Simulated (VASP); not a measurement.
# HfO2 in VASP: a series of runs, part 2 of 3

VASP 6.6.1. Earlier steps stand in the parts before.

### Step 3. Single point, PBE

File INCAR:

```
SYSTEM = HfO2
ALGO = Normal ; EDIFF = 1E-7
ENCUT = 520 ; GGA = PE
ISIF = 2 ; ISMEAR = -1
ISYM = 0 ; LASPH = .TRUE.
LCHARG = .FALSE. ; LREAL = Auto
LWAVE = .FALSE. ; NBANDS = 81
NELM = 100 ; PREC = Accurate
SIGMA = 0.2232
```

File KPOINTS:

```
k-points
0
G
  1 1 1
  0 0 0
```

File POSCAR:

```
HfO2
1.0
    5.9133820000      0.0936650000     -0.0263170000
    0.0936650000      6.1692290000     -0.0293520000
   -0.0263170000     -0.0293520000      5.6660680000
Hf O
6 12
Direct
    0.2877755849      0.3242591667      0.9469049869
    0.8379810115      0.0706266754      0.8776105724
    0.4921798559      0.7702047737      0.0546692606
    0.3454088898      0.1121198336      0.4656463825
    0.8648656373      0.2407251601      0.3600871775
    0.0205946972      0.7182151145      0.5023342538
    0.1512312763      0.0509012308      0.1233792123
    0.0375657036      1.0404543594      0.5882324450
    0.6910400021      0.2565471880      0.6367747921
    0.8526279030      0.7328005927      0.8295877797
    0.5104419877      0.0461120354      0.8345003594
    0.1412581881      0.3843941063      0.5490329851
    0.7681021342      0.5636223775      0.2885596480
    0.6953009586      0.9949702009      0.2613921331
    0.9322119712      0.3768283503      0.9970026283
    0.2594967125      0.6788316931      0.3103681853
    0.3489380030      0.6011742003      0.7960135082
    0.4583181441      0.3008730416      0.2426772471
```

Potentials or basis: VASP PAW PBE potentials, release 64 (Hf_pv, O).

Command:

```console
$ cat potpaw_PBE.64/Hf_pv/POTCAR potpaw_PBE.64/O/POTCAR > POTCAR
$ mpirun -np 1 vasp_gam > vasp.out
```

OUTCAR:

```text
SYSTEM = HfO2
   EDIFF = 1E-7
   ENCUT = 520
   GGA = PE
   ISIF = 2
   ISMEAR = -1
   ISYM = 0
   LASPH = .TRUE.
   LREAL = Auto
   NELM = 100
   PREC = Accurate

 ion  position               nearest neighbor table
   1  0.288  0.324  0.947-  18 1.95  17 1.96  15 2.14   7 2.15  11 2.22  12 2.44   4 3.03   3 3.09
                             2 3.15   4 3.24   5 3.49   2 3.59   3 3.65   6 3.82
   2  0.838  0.071  0.878-  11 1.96   9 1.97   8 2.03  15 2.09  10 2.10   7 2.31  14 2.40   5 2.92
                             3 2.99   5 3.13   1 3.15   6 3.20   1 3.59   4 3.72   4 3.84
   3  0.492  0.770  0.055-  17 1.99  16 2.10  11 2.13  14 2.19  13 2.43  10 2.50   7 2.65   2 2.99
                             1 3.09   4 3.23   1 3.65   6 3.81
   4  0.345  0.112  0.466-  18 1.87   8 2.02  12 2.09   7 2.28  11 2.33   9 2.44  14 2.47  16 2.87
                             5 2.98   1 3.03   6 3.15   3 3.23   1 3.24   5 3.26   2 3.72   2 3.84
   5  0.865  0.241  0.360-   9 1.88  14 1.92   8 2.04  13 2.10  12 2.15  15 2.27   7 2.43  18 2.51
                             2 2.92   4 2.98   2 3.13   6 3.21   4 3.26   6 3.43   1 3.49
   6  0.021  0.718  0.502-  16 1.80   8 2.05  10 2.11  13 2.15  12 2.18  17 2.63  14 2.88   4 3.15
                             2 3.20   5 3.21   5 3.43   3 3.81   1 3.82
   7  0.151  0.051  0.123-   1 2.15   4 2.28   2 2.31   5 2.43   3 2.65
   8  0.038  0.040  0.588-   4 2.02   2 2.03   5 2.04   6 2.05
   9  0.691  0.257  0.637-   5 1.88   2 1.97   4 2.44
  10  0.853  0.733  0.830-   2 2.10   6 2.11   3 2.50
  11  0.510  0.046  0.835-   2 1.96   3 2.13   1 2.22   4 2.33
  12  0.141  0.384  0.549-   4 2.09   5 2.15   6 2.18   1 2.44
  13  0.768  0.564  0.289-   5 2.10   6 2.15   3 2.43
  14  0.695  0.995  0.261-   5 1.92   3 2.19   2 2.40   4 2.47   6 2.88
  15  0.932  0.377  0.997-   2 2.09   1 2.14   5 2.27
  16  0.259  0.679  0.310-   6 1.80   3 2.10   4 2.87
  17  0.349  0.601  0.796-   1 1.96   3 1.99   6 2.63
  18  0.458  0.301  0.243-   4 1.87   1 1.95   5 2.51

IMPORTANT INFORMATION: All symmetrisations will be switched off!
NOSYMM: (Re-)initialisation of all symmetry stuff for point group C_1.

----------------------------------------------------------------------------------------

                                     Primitive cell

  volume of cell :     206.6449

  direct lattice vectors                    reciprocal lattice vectors
     5.913382000  0.093665000 -0.026317000     0.169152023 -0.002564494  0.000772370
     0.093665000  6.169229000 -0.029352000    -0.002564494  0.162137685  0.000828013
    -0.026317000 -0.029352000  5.666068000     0.000772370  0.000828013  0.176497111

  length of vectors
     5.914182310  6.170009816  5.666205141     0.169173225  0.162160079  0.176500743

  position of ions in fractional coordinates (direct lattice)
     0.287775585  0.324259167  0.946904987
     0.837981011  0.070626675  0.877610572
     0.492179856  0.770204774  0.054669261
     0.345408890  0.112119834  0.465646382
     0.864865637  0.240725160  0.360087177
     0.020594697  0.718215114  0.502334254
[... 10 lines left out ...]
     0.348938003  0.601174200  0.796013508
     0.458318144  0.300873042  0.242677247

  ion indices of the primitive-cell ions
   primitive index   ion index
                 1           1
                 2           2
                 3           3
                 4           4
                 5           5
                 6           6
[... 10 lines left out ...]
                17          17
                18          18

----------------------------------------------------------------------------------------

 KPOINTS: k-points

Automatic generation of k-mesh.
 Grid dimensions read from file:
 generate k-points for:    1    1    1

 Generating k-lattice:

  Cartesian coordinates                     Fractional coordinates (reciprocal lattice)
     0.169152023 -0.002564494  0.000772370     1.000000000 -0.000000000  0.000000000
    -0.002564494  0.162137685  0.000828013     0.000000000  1.000000000  0.000000000
     0.000772370  0.000828013  0.176497111     0.000000000  0.000000000  1.000000000

  Length of vectors
     0.169173225  0.162160079  0.176500743

  Shift w.r.t. Gamma in fractional coordinates (k-lattice)
     0.000000000  0.000000000  0.000000000

 Subroutine IBZKPT returns following result:
 ===========================================

 Found      1 irreducible k-points:

 Following reciprocal coordinates:
            Coordinates               Weight
  0.000000  0.000000  0.000000      1.000000
   k-points           NKPTS =      1   k-points in BZ     NKDIM =      1   number of bands    NBANDS=     81
   number of dos      NEDOS =    301   number of ions     NIONS =     18
   total plane-waves  NPLWV =  96768
   dimension x,y,z NGX =    48 NGY =   48 NGZ =   42
   dimension x,y,z NGXF=    96 NGYF=   96 NGZF=   84
   ions per type =               6  12
   NGX,Y,Z   is equivalent  to a cutoff of  13.49, 12.93, 12.32 a.u.
   NGXF,Y,Z  is equivalent  to a cutoff of  26.99, 25.87, 24.65 a.u.
 SYSTEM =  HfO2
   PREC   = accura    normal or accurate (medium, high low for compatibility)
   ISTART =      0    job   : 0-new  1-cont  2-samecut
   ICHARG =      2    charge: 1-file 2-atom 10-const
   ISPIN  =      1    spin polarized calculation?
   LNONCOLLINEAR =      F non collinear calculations
   LSORBIT =      F    spin-orbit coupling
   LASPH  =      T    aspherical Exc in radial PAW
   ENCUT  =  520.0 eV  38.22 Ry    6.18 a.u.  11.00 11.47 10.54*2*pi/ulx,y,z
   NELM   =    100;   NELMIN=  2; NELMDL= -5     # of ELM steps
   EDIFF  = 0.1E-06   stopping-criterion for ELM
   LREAL  =      T    real-space projection
   EDIFFG = 0.1E-05   stopping-criterion for IOM
   NSW    =      0    number of steps for IOM
   IBRION =     -1    ionic relax: 0-MD 1-quasi-New 2-CG
   NFREE  =      0    steps in history (QN), initial steepest desc. (CG)
   ISIF   =      2    stress and relaxation
   ISYM   =      0    0-nonsym 1-usesym 2-fastsym
   POTIM  = 0.5000    time-step for ionic-motion
   TEBEG  =    0.0;   TEEND  =   0.0 temperature during run
   PSTRESS=    0.0 pullay stress
   NELECT =     132.0000    total number of electrons
   NUPDOWN=      -1.0000    fix difference up-down
   EMIN   =  10.00;   EMAX   =-10.00  energy-range for DOS
   EFERMI =   0.00;   METHOD = LEGACY
   ISMEAR =    -1;   SIGMA  =   0.22  broadening in eV -4-tet -1-fermi 0-gaus
   EFERMI_NEDOS =   21; number of points for ismear=-14 and -15
   IALGO  =     38    algorithm
   IMIX   =      4    mixing-type and parameters
     AMIX     =   0.40;   BMIX     =  1.00
     AMIX_MAG =   1.60;   BMIX_MAG =  1.00
  volume/ion in A,a.u.               =      11.48        77.47
  Fermi-wavevector in a.u.,A,eV,Ry     =   1.409909  2.664343 27.046268  1.987845
  Thomas-Fermi vector in A             =   2.531917
   LORBIT       =      0    0 simple, 1 ext, 2 COOP (PROOUT), +10 PAW based schemes
   GGA     = PE    functional components
   LHFCALC =     F    Hartree Fock is set to
   AEXX    =    0.0000 exact exchange contribution
   IVDW    =     0    specifies the selected vdW correction
   LEPSILON=     F    determine dielectric tensor
   LRPA    =     F    only Hartree local field effects (RPA)
 non-spin polarized calculation
  energy-cutoff  :      520.00
  volume of cell :      206.64
 maximum number of plane-waves:      2786
 NGX is ok and might be reduce to    42
   NGX = 21   NGY = 23   NGZ = 21

 number of electron     132.0000009 magnetization

 Free energy of the ion-electron system (eV)
  ---------------------------------------------------
  ext. energy  EPLUGINS =         0.00000000
  ---------------------------------------------------
  free energy    TOTEN  =      -167.25144104 eV

  energy without entropy =     -167.13066324  energy(sigma->0) =     -167.19105214

 E-fermi :   5.1242     XC(G=0): -11.4194

 val. band max:        4.2716046159   @ k =   0.0000   0.0000   0.0000
 cond. band min:       5.9564993889   @ k =   0.0000   0.0000   0.0000
 fundamental gap:      1.6848947730
 Fermi energy:         5.1242374904

 k-point     1 :       0.0000    0.0000    0.0000
  band No.  band energies     occupation
      1     -27.3108      2.00000
      2     -27.0850      2.00000
      3     -27.0557      2.00000
      4     -26.9977      2.00000
      5     -26.8161      2.00000
      6     -26.7264      2.00000
[... 70 lines left out ...]
     77       9.0160      0.00000
     78       9.2034      0.00000
 [bands above 78 left out]

------------------------ aborting loop because EDIFF is reached ----------------------------------------

  FORCE on cell =-STRESS in cart. coord.  units (eV):
  Direction    XX          YY          ZZ          XY          YZ          ZX
  --------------------------------------------------------------------------------------
  -------------------------------------------------------------------------------------
  Total       16.4534585     32.3690634     22.7202631     15.5765913     -0.7693963    -13.0609420
  in kB      127.5683710    250.9666089    176.1567004    120.7697687     -5.9653500   -101.2652197
  external PRESSURE =     184.8972267 kB  Pullay stress =       0.0000000 kB

 VOLUME and BASIS-vectors are now :
 -----------------------------------------------------------------------------
  energy-cutoff  :      520.00
  volume of cell :      206.64
      direct lattice vectors                 reciprocal lattice vectors
     5.913382000  0.093665000 -0.026317000     0.169152023 -0.002564494  0.000772370
     0.093665000  6.169229000 -0.029352000    -0.002564494  0.162137685  0.000828013
    -0.026317000 -0.029352000  5.666068000     0.000772370  0.000828013  0.176497111

 POSITION                                       TOTAL-FORCE (eV/Angst)
 -----------------------------------------------------------------------------------
      1.70718      1.99959      5.34814        -2.463312     -0.145030      0.289661
      4.93882      0.48844      4.94848         1.467732     -0.287920      0.143649
      2.98115      4.79606      0.27420         0.840160     -1.872435      0.705093
      2.04078      0.71038      2.62600         3.116213      1.122948     -0.402960
      5.12735      1.55553      2.01045        -0.338133      5.744061     -2.309939
      0.17584      4.41802      2.82464        -6.816062     -4.308075      0.877825
[... 10 lines left out ...]
      2.09876      3.71810      4.48344         1.163294      1.910406      2.104375
      2.73200      1.89196      1.35413         0.781550      2.313779     -2.331426
 -----------------------------------------------------------------------------------
    total drift:                               -0.000501      0.001329     -0.001060

  FREE ENERGIE OF THE ION-ELECTRON SYSTEM (eV)
  ---------------------------------------------------
  free  energy   TOTEN  =      -167.2514410448 eV

  energy  without entropy=     -167.1306632376  energy(sigma->0) =     -167.19105214
```

Run time: 30 s. Hardware: 1 thread of AMD EPYC 9R45 (Zen 5), shared host; peak memory 0.25 GiB.

Results:

- Free energy: -167.2514 eV
- Pressure: 18.5 GPa
- Largest force: 8.111 eV/Å
- Band gap on the k mesh: 1.68 eV

Forces in eV/Å, atoms in the order of the input:
```
Hf  -2.463 -0.145  0.290
Hf   1.468 -0.288  0.144
Hf   0.840 -1.872  0.705
Hf   3.116  1.123 -0.403
Hf  -0.338  5.744 -2.310
Hf  -6.816 -4.308  0.878
O    0.431 -0.291  1.233
O    1.007 -3.385  1.562
O   -1.723  2.436 -0.897
O   -0.729  2.424  0.281
O   -5.360 -2.370  1.725
O    0.797 -1.360 -0.352
O    0.377  2.445  2.028
O   -0.612 -3.365 -1.341
O    2.474 -3.208 -0.289
O    5.585  2.196 -3.026
O    1.163  1.910  2.104
O    0.782  2.314 -2.331
```

Stress tensor (GPa, compression positive):
```
 12.76  12.08 -10.13
 12.08  25.10  -0.60
-10.13  -0.60  17.62
```

Caveat: the k points lie up to 1.11 Å⁻¹ apart; spin-orbit coupling is left out, which moves the levels of the heavy elements.

(Part 2 of 3 ends here.)
